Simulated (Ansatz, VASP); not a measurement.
# Two plane-wave programs on MoS2

The input INCAR:

```
PREC = Accurate
ENCUT = 520
EDIFF = 1E-7
ISMEAR = -1
SIGMA = 0.05
LREAL = False
LASPH = True
NELM = 60
ALGO = Normal
ISIF = 2
LWAVE = False
LCHARG = False
GGA = RP
IVDW = 12
NBANDS = 35
```

File KPOINTS:

```
regular mesh
0
Gamma
  10 10 2
```

The input POSCAR:

```
MoS2
1.0
    3.1631680506      0.0000000000      0.0000000000
   -1.5815840253      2.7393838882      0.0000000000
    0.0000000000      0.0000000000     21.5250905073
Mo S
2 4
Direct
    0.3333333333      0.6666666667      0.8511602300
    0.6666666667      0.3333333333      0.1488397700
    0.6666666667      0.3333333333      0.7796253900
    0.3333333333      0.6666666667      0.0772510000
    0.6666666667      0.3333333333      0.9227490000
    0.3333333333      0.6666666667      0.2203746100
```

File input.yaml:

```yaml
crystal:
  lattice:
    - [3.1631680506, 0.0, 0.0]
    - [-1.5815840253, 2.7393838882, 0.0]
    - [0.0, 0.0, 21.5250905073]
  atoms:
    - { symbol: Mo, position: [0.3333333333, 0.6666666667, 0.85116023] }
    - { symbol: Mo, position: [0.6666666667, 0.3333333333, 0.14883977] }
    - { symbol: S, position: [0.6666666667, 0.3333333333, 0.77962539] }
    - { symbol: S, position: [0.3333333333, 0.6666666667, 0.077251] }
    - { symbol: S, position: [0.6666666667, 0.3333333333, 0.922749] }
    - { symbol: S, position: [0.3333333333, 0.6666666667, 0.22037461] }
hamiltonian:
  xc: rpbe
  pseudopotentials: { kind: paw }
  dispersion: d3bj
kpoints:
  mp_grid: { grid: [10, 10, 2] }
scf:
  occupations: { method: fermi_dirac, width: 0.05 }
output:
  forces: true
  stress: true
  eigenvalues: true
  write_density: true
  write_potential: true
  elf: true
  volumetric_format: npy
```

Alike in both runs: task single point; functional RPBE; dispersion D3(BJ); k mesh 10 × 10 × 2; occupations fermi-dirac, width 0.05 eV; no spin polarisation.

|  | VASP | Ansatz |
| --- | --- | --- |
| version | VASP 6.6.1 | Ansatz 0.2.0 |
| potentials or method | VASP PAW PBE potentials, release 64 (Mo_sv, S) | Ansatz PAW |
| plane-wave cutoff (eV) | 520 | 420 |
| valence electrons in the cell | 52 | 52 |

|  | VASP | Ansatz | Ansatz less VASP |
| --- | --- | --- | --- |
| gap on the k mesh at the Fermi level (eV) | 1.44 | 1.43 | -0.017 |
| least direct gap on the mesh (eV) | 1.95 | 1.94 | -0.003 |
| rms of the force components (eV/Å) | 0.068 | 0.058 | -0.0099 |

VASP's potentials were made for PBE, not for RPBE. Atom by atom the forces differ by 0.012 eV/Å (rms over components).
